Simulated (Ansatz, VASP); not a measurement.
## C in VASP and in Ansatz

The input INCAR:

```
SYSTEM = C
ALGO = Normal
EDIFF = 1E-6
ENCUT = 1300
GGA = PS
GGA_COMPAT = .False.
ISIF = 2
ISMEAR = 0
LASPH = .True.
LCHARG = .False.
LREAL = .False.
LWAVE = .False.
NBANDS = 16
NELM = 120
PREC = Accurate
SIGMA = 0.01
```

KPOINTS

```
k-points
0
Gamma
  9 9 6
  0 0 0
```

Contents of POSCAR:

```
C
1.0
    2.4982824898      0.0000000000      0.0000000000
   -1.2491412449      2.1635761020      0.0000000000
    0.0000000000      0.0000000000      4.2229976408
C
4
Direct
    0.3333333333      0.6666666667     -0.0002608640
    0.6666666667      0.3333333333      0.4997391360
    0.3333333333      0.6666666667      0.3742608640
    0.6666666667      0.3333333333      0.8742608640
```

Input for Ansatz:

```yaml
crystal:
  lattice:
    - [2.4982824898, 0.0, 0.0]
    - [-1.2491412449, 2.163576102, 0.0]
    - [0.0, 0.0, 4.2229976408]
  atoms:
    - { symbol: C, position: [0.3333333333, 0.6666666667, -0.000260864] }
    - { symbol: C, position: [0.6666666667, 0.3333333333, 0.499739136] }
    - { symbol: C, position: [0.3333333333, 0.6666666667, 0.374260864] }
    - { symbol: C, position: [0.6666666667, 0.3333333333, 0.874260864] }
basis:
  ecutwfc: 600.0
kpoints:
  mp_grid: { grid: [9, 9, 6] }
  band_path:
    path:
      - [0.0, 0.0, 0.0]
      - [0.0, 0.0, 0.0]
      - [0.5, 0.0, 0.0]
      - [0.5, 0.0, 0.0]
      - [0.3333333333, 0.3333333333, 0.0]
      - [0.0, 0.0, 0.5]
      - [0.0047713681, -0.002385684, 0.0]
      - [-0.0047713681, 0.002385684, 0.0]
      - [0.0, 0.0, 0.0080653314]
      - [0.0, 0.0, -0.0080653314]
      - [0.0047713681, -0.002385684, 0.0]
      - [-0.0047713681, 0.002385684, 0.0]
      - [0.0, 0.0, 0.0080653314]
      - [0.0, 0.0, -0.0080653314]
    npoints: 1
hamiltonian:
  xc: pbesol
  pseudopotentials: { kind: paw, azcp: { folder: soft_1 } }
scf:
  occupations: { method: fixed }
  n_extra_bands: 6
output:
  forces: true
  stress: true
  eigenvalues: true
```

Alike in both runs: task single point; functional PBEsol; k mesh 9 × 9 × 6; no spin polarisation.

|  | VASP | Ansatz |
| --- | --- | --- |
| version | VASP 6.6.1 | Ansatz 0.2.0 |
| potentials or method | VASP PAW PBE potentials, release 64 (C_h), cutoff 1300 eV | scalar-relativistic, plane waves, PAW |
| occupations | gaussian, width 0.01 eV | fixed |
| valence electrons in the cell | 16 | 16 |

|  | VASP | Ansatz | Ansatz less VASP |
| --- | --- | --- | --- |
| gap on the k mesh at the Fermi level (eV) | 3.09 | 3.11 | +0.015 |
| least direct gap on the mesh (eV) | 4.86 | 4.85 | -0.002 |
| pressure (GPa) | -6.1 | -6.3 | -0.17 |
| traceless stress, the component that is largest in VASP (GPa) | -12.65 | -12.61 | +0.033 |

VASP's potentials were made for PBE, not for PBEsol, and Ansatz warns of the same on its side.
